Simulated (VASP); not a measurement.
# In3As (Pm-3m) in VASP: notebook

The runs below take In3As through single point, with PBEsol+D4, PBEsol.

Everything below comes from runs of VASP 6.6.1. Logs are shortened: lines on timing, memory, paths and dates and some standing lists are left out, and cuts for length are marked.

## Step 1: The cell of the first run

Symmetry: Pm-3m, No. 221, cubic system. The conventional cell has a = 4.542 Å, b = 4.542 Å, c = 4.542 Å, α = 90.00°, β = 90.00°, γ = 90.00°. In (site symmetry 4/mmm) has 8 In at 3.21 Å and 4 As at 3.21 Å within 4.2 Å. Within 4.2 Å of As (site symmetry m-3m) lie 12 In at 3.21 Å.

## Step 2: Single point, PBEsol+D4

The input, INCAR:

```
SYSTEM = In3As
PREC     = Accurate       ! precision mode
ENCUT    = 520            ! plane-wave cutoff, eV
EDIFF    = 1E-7           ! SCF threshold, eV
ISMEAR   = -1             ! smearing method
SIGMA    = 0.05           ! smearing width, eV
LREAL    = .FALSE.        ! projectors in reciprocal space
LASPH    = .TRUE.         ! aspherical terms in the spheres
NELM     = 80             ! most SCF steps
ALGO     = Normal         ! electronic algorithm
ISIF     = 2              ! what is computed and relaxed
LWAVE    = .FALSE.        ! write WAVECAR
LCHARG   = .FALSE.        ! write CHGCAR
GGA      = PS             ! functional
IVDW     = 13             ! dispersion correction
NBANDS   = 30             ! bands
```

The input, KPOINTS:

```
Automatic mesh
0
G
  6 6 6
  0 0 0
```

The input, POSCAR:

```
In3As
1.0
    4.5424414001      0.0000000000      0.0000000000
    0.0000000000      4.5424414001      0.0000000000
    0.0000000000      0.0000000000      4.5424414001
In As
3 1
Direct
    0.5000000000      0.5000000000      0.0000000000
    0.5000000000      0.0000000000      0.5000000000
    0.0000000000      0.5000000000      0.5000000000
    0.0000000000      0.0000000000      0.0000000000
```

Potentials or basis: VASP PAW PBE potentials, release 64 (In_d, As).

The run is started by

```
$ cat potpaw_PBE.64/In_d/POTCAR potpaw_PBE.64/As/POTCAR > POTCAR
$ mpirun -np 1 vasp_std > vasp.out
```

OUTCAR:

```text
SYSTEM = In3As
   PREC = Accurate
   ENCUT = 520
   EDIFF = 1E-7
   ISMEAR = -1
   LREAL = .FALSE.
   LASPH = .TRUE.
   NELM = 80
   ISIF = 2
   GGA = PS
   IVDW = 13

 ion  position               nearest neighbor table
   1  0.500  0.500  0.000-   2 3.21   3 3.21   4 3.21   2 3.21   3 3.21   2 3.21   4 3.21   2 3.21
                             3 3.21   4 3.21   3 3.21   4 3.21
   2  0.500  0.000  0.500-   1 3.21   3 3.21   4 3.21   1 3.21   4 3.21   1 3.21   3 3.21   1 3.21
                             3 3.21   4 3.21   4 3.21   3 3.21
   3  0.000  0.500  0.500-   1 3.21   2 3.21   4 3.21   1 3.21   4 3.21   2 3.21   4 3.21   4 3.21
                             1 3.21   2 3.21   1 3.21   2 3.21
   4  0.000  0.000  0.000-   1 3.21   2 3.21   3 3.21   2 3.21   3 3.21   1 3.21   3 3.21   3 3.21
                             1 3.21   2 3.21   2 3.21   1 3.21

  LATTYP: Found a simple cubic cell.
 ALAT       =     4.5424414001

  Lattice vectors:

 A1 = (   4.5424414001,   0.0000000000,   0.0000000000)
 A2 = (   0.0000000000,   4.5424414001,   0.0000000000)
 A3 = (   0.0000000000,   0.0000000000,   4.5424414001)

Analysis of symmetry for initial positions (statically):
=====================================================================
 Subroutine PRICEL returns:
 Original cell was already a primitive cell.

 Routine SETGRP: Setting up the symmetry group for a
 simple cubic supercell.

 Subroutine GETGRP returns: Found 48 space group operations
 (whereof 48 operations were pure point group operations)
 out of a pool of 48 trial point group operations.

The static configuration has the point symmetry O_h .

Analysis of symmetry for dynamics (positions and initial velocities):
=====================================================================
 Subroutine PRICEL returns:
 Original cell was already a primitive cell.

 Routine SETGRP: Setting up the symmetry group for a
 simple cubic supercell.

 Subroutine GETGRP returns: Found 48 space group operations
 (whereof 48 operations were pure point group operations)
 out of a pool of 48 trial point group operations.

The dynamic configuration has the point symmetry O_h .

 Subroutine INISYM returns: Found 48 space group operations
 (whereof 48 operations are pure point group operations),
 and found     1 'primitive' translations

----------------------------------------------------------------------------------------

                                     Primitive cell

  volume of cell :      93.7277

  direct lattice vectors                    reciprocal lattice vectors
     4.542441400  0.000000000  0.000000000     0.220145933  0.000000000  0.000000000
     0.000000000  4.542441400  0.000000000     0.000000000  0.220145933  0.000000000
     0.000000000  0.000000000  4.542441400     0.000000000  0.000000000  0.220145933

  length of vectors
     4.542441400  4.542441400  4.542441400     0.220145933  0.220145933  0.220145933

  position of ions in fractional coordinates (direct lattice)
     0.500000000  0.500000000  0.000000000
     0.500000000  0.000000000  0.500000000
     0.000000000  0.500000000  0.500000000
     0.000000000  0.000000000  0.000000000

  ion indices of the primitive-cell ions
   primitive index   ion index
                 1           1
                 2           2
                 3           3
                 4           4

----------------------------------------------------------------------------------------

 KPOINTS: Automatic mesh

Automatic generation of k-mesh.
 Grid dimensions read from file:
 generate k-points for:    6    6    6

 Generating k-lattice:

  Cartesian coordinates                     Fractional coordinates (reciprocal lattice)
     0.036690989  0.000000000  0.000000000     0.166666667  0.000000000  0.000000000
     0.000000000  0.036690989  0.000000000     0.000000000  0.166666667  0.000000000
     0.000000000  0.000000000  0.036690989     0.000000000  0.000000000  0.166666667

  Length of vectors
     0.036690989  0.036690989  0.036690989

  Shift w.r.t. Gamma in fractional coordinates (k-lattice)
     0.000000000  0.000000000  0.000000000

 Subroutine IBZKPT returns following result:
 ===========================================

 Found     20 irreducible k-points:

 Following reciprocal coordinates:
            Coordinates               Weight
  0.000000  0.000000  0.000000      1.000000
  0.166667  0.000000  0.000000      6.000000
  0.333333  0.000000  0.000000      6.000000
  0.500000  0.000000  0.000000      3.000000
  0.166667  0.166667  0.000000     12.000000
  0.333333  0.166667  0.000000     24.000000
[... 12 lines left out ...]
  0.500000  0.500000  0.333333      6.000000
  0.500000  0.500000  0.500000      1.000000
   k-points           NKPTS =     20   k-points in BZ     NKDIM =     20   number of bands    NBANDS=     30
   number of dos      NEDOS =    301   number of ions     NIONS =      4
   total plane-waves  NPLWV =  46656
   dimension x,y,z NGX =    36 NGY =   36 NGZ =   36
   dimension x,y,z NGXF=    72 NGYF=   72 NGZF=   72
   ions per type =               3   1
   NGX,Y,Z   is equivalent  to a cutoff of  13.18, 13.18, 13.18 a.u.
   NGXF,Y,Z  is equivalent  to a cutoff of  26.35, 26.35, 26.35 a.u.
 SYSTEM =  In3As
   PREC   = accura    normal or accurate (medium, high low for compatibility)
   ISTART =      0    job   : 0-new  1-cont  2-samecut
   ICHARG =      2    charge: 1-file 2-atom 10-const
   ISPIN  =      1    spin polarized calculation?
   LNONCOLLINEAR =      F non collinear calculations
   LSORBIT =      F    spin-orbit coupling
   LASPH  =      T    aspherical Exc in radial PAW
   ENCUT  =  520.0 eV  38.22 Ry    6.18 a.u.   8.45  8.45  8.45*2*pi/ulx,y,z
   NELM   =     80;   NELMIN=  2; NELMDL= -5     # of ELM steps
   EDIFF  = 0.1E-06   stopping-criterion for ELM
   LREAL  =      F    real-space projection
   EDIFFG = 0.1E-05   stopping-criterion for IOM
   NSW    =      0    number of steps for IOM
   IBRION =     -1    ionic relax: 0-MD 1-quasi-New 2-CG
   NFREE  =      0    steps in history (QN), initial steepest desc. (CG)
   ISIF   =      2    stress and relaxation
   ISYM   =      2    0-nonsym 1-usesym 2-fastsym
   POTIM  = 0.5000    time-step for ionic-motion
   TEBEG  =    0.0;   TEEND  =   0.0 temperature during run
   PSTRESS=    0.0 pullay stress
   NELECT =      44.0000    total number of electrons
   NUPDOWN=      -1.0000    fix difference up-down
   EMIN   =  10.00;   EMAX   =-10.00  energy-range for DOS
   EFERMI =   0.00;   METHOD = LEGACY
   ISMEAR =    -1;   SIGMA  =   0.05  broadening in eV -4-tet -1-fermi 0-gaus
   EFERMI_NEDOS =   21; number of points for ismear=-14 and -15
   IALGO  =     38    algorithm
   IMIX   =      4    mixing-type and parameters
     AMIX     =   0.40;   BMIX     =  1.00
     AMIX_MAG =   1.60;   BMIX_MAG =  1.00
  volume/ion in A,a.u.               =      23.43       158.13
  Fermi-wavevector in a.u.,A,eV,Ry     =   1.272340  2.404373 22.025766  1.618848
  Thomas-Fermi vector in A             =   2.405223
   LORBIT       =      0    0 simple, 1 ext, 2 COOP (PROOUT), +10 PAW based schemes
   GGA     = PS    functional components
   LHFCALC =     F    Hartree Fock is set to
   AEXX    =    0.0000 exact exchange contribution
   IVDW    =    13    specifies the selected vdW correction
   LEPSILON=     F    determine dielectric tensor
   LRPA    =     F    only Hartree local field effects (RPA)
 non-spin polarized calculation
  energy-cutoff  :      520.00
  volume of cell :       93.73
 maximum number of plane-waves:      2560
 NGX is ok and might be reduce to    36
   NGX = 17   NGY = 17   NGZ = 17

 number of electron      44.0000030 magnetization

 Free energy of the ion-electron system (eV)
  ---------------------------------------------------
  ext. energy  EPLUGINS =         0.00000000
  ---------------------------------------------------
  free energy    TOTEN  =       -13.74262305 eV

  energy without entropy =      -13.72416654  energy(sigma->0) =      -13.73339479

 E-fermi :   7.4258     XC(G=0): -10.6853

 val. band max:        7.4104609782   @ k =   0.5000   0.0000   0.0000
 cond. band min:       7.4504291500   @ k =   0.3333   0.3333   0.3333
 fundamental gap:      0.0399681718
 Fermi energy:         7.4258146802

 k-point     1 :       0.0000    0.0000    0.0000
  band No.  band energies     occupation
      1      -7.3167      2.00000
      2      -7.2834      2.00000
      3      -7.2834      2.00000
      4      -7.2834      2.00000
      5      -7.0781      2.00000
      6      -7.0781      2.00000
[... 22 lines left out ...]
     29      13.7087      0.00000
     30      14.9019      0.00000

 k-point     2 :       0.1667    0.0000    0.0000
  band No.  band energies     occupation
      1      -7.2816      2.00000
      2      -7.2763      2.00000
      3      -7.2459      2.00000
      4      -7.2459      2.00000
      5      -7.0725      2.00000
      6      -7.0512      2.00000
[... 22 lines left out ...]
     29      14.4394      0.00000
     30      15.0184      0.00000

 k-point     3 :       0.3333    0.0000    0.0000
  band No.  band energies     occupation
      1      -7.2612      2.00000
      2      -7.1943      2.00000
      3      -7.1414      2.00000
      4      -7.1414      2.00000
      5      -7.0584      2.00000
      6      -6.9838      2.00000
[... 22 lines left out ...]
     29      15.0407      0.00000
     30      15.0587      0.00000

 k-point     4 :       0.5000    0.0000    0.0000
  band No.  band energies     occupation
      1      -7.2532      2.00000
      2      -7.1338      2.00000
      3      -7.0384      2.00000
      4      -7.0229      2.00000
      5      -7.0229      2.00000
      6      -6.9559      2.00000
[... 484 lines left out ...]
     29      15.3894      0.00000
     30      15.5655      0.00000

 k-point    19 :       0.5000    0.5000    0.3333
  band No.  band energies     occupation
      1      -7.2119      2.00000
      2      -7.1421      2.00000
      3      -7.1419      2.00000
      4      -7.1419      2.00000
      5      -7.0688      2.00000
      6      -7.0688      2.00000
[... 22 lines left out ...]
     29      15.6506      0.00000
     30      16.5773      0.00000

 k-point    20 :       0.5000    0.5000    0.5000
  band No.  band energies     occupation
      1      -7.2482      2.00000
      2      -7.1606      2.00000
      3      -7.1606      2.00000
      4      -7.1606      2.00000
      5      -7.0764      2.00000
      6      -7.0764      2.00000
[... 22 lines left out ...]
     29      17.1764      0.00000
     30      17.1764      0.00000

------------------------ aborting loop because EDIFF is reached ----------------------------------------

  DFT-D4 for vdW energy calculation

  Edisp (eV):   -0.94000

  FORCE on cell =-STRESS in cart. coord.  units (eV):
  Direction    XX          YY          ZZ          XY          YZ          ZX
  --------------------------------------------------------------------------------------
  -------------------------------------------------------------------------------------
  Total       0.00223     0.00223     0.00223     0.00000     0.00000    -0.00000
  in kB       0.03813     0.03813     0.03813     0.00000     0.00000    -0.00000
  external pressure =        0.04 kB  Pullay stress =        0.00 kB

 VOLUME and BASIS-vectors are now :
 -----------------------------------------------------------------------------
  energy-cutoff  :      520.00
  volume of cell :       93.73
      direct lattice vectors                 reciprocal lattice vectors
     4.542441400  0.000000000  0.000000000     0.220145933  0.000000000  0.000000000
     0.000000000  4.542441400  0.000000000     0.000000000  0.220145933  0.000000000
     0.000000000  0.000000000  4.542441400     0.000000000  0.000000000  0.220145933

 POSITION                                       TOTAL-FORCE (eV/Angst)
 -----------------------------------------------------------------------------------
      2.27122      2.27122      0.00000         0.000000      0.000000      0.000000
      2.27122      0.00000      2.27122         0.000000      0.000000      0.000000
      0.00000      2.27122      2.27122         0.000000      0.000000      0.000000
      0.00000      0.00000      0.00000         0.000000      0.000000      0.000000
 -----------------------------------------------------------------------------------
    total drift:                                0.000000      0.000000      0.000000

  FREE ENERGIE OF THE ION-ELECTRON SYSTEM (eV)
  ---------------------------------------------------
  free  energy   TOTEN  =       -14.6826180815 eV

  energy  without entropy=      -14.6641615652  energy(sigma->0) =      -14.67338982
```

It took 22 s on 1 thread of Intel Xeon 6975P-C (Granite Rapids), shared host; peak memory 0.21 GiB.

Results:

* Free energy: -14.6826 eV
* Pressure: 0.0 GPa
* Band gap on the k mesh: zero (band 22 reaches 8.08 eV, above the bottom of band 23 at 3.68 eV)
* Dispersion energy per atom: -0.235 eV

Caveat: the PAW data sets were made with another functional, which shifts forces and pressure a little; spin-orbit coupling is left out, which moves the levels of the heavy elements; pairwise dispersion overbinds metals, which lowers pressure and volume.

(Part 1 of 2 ends here.)
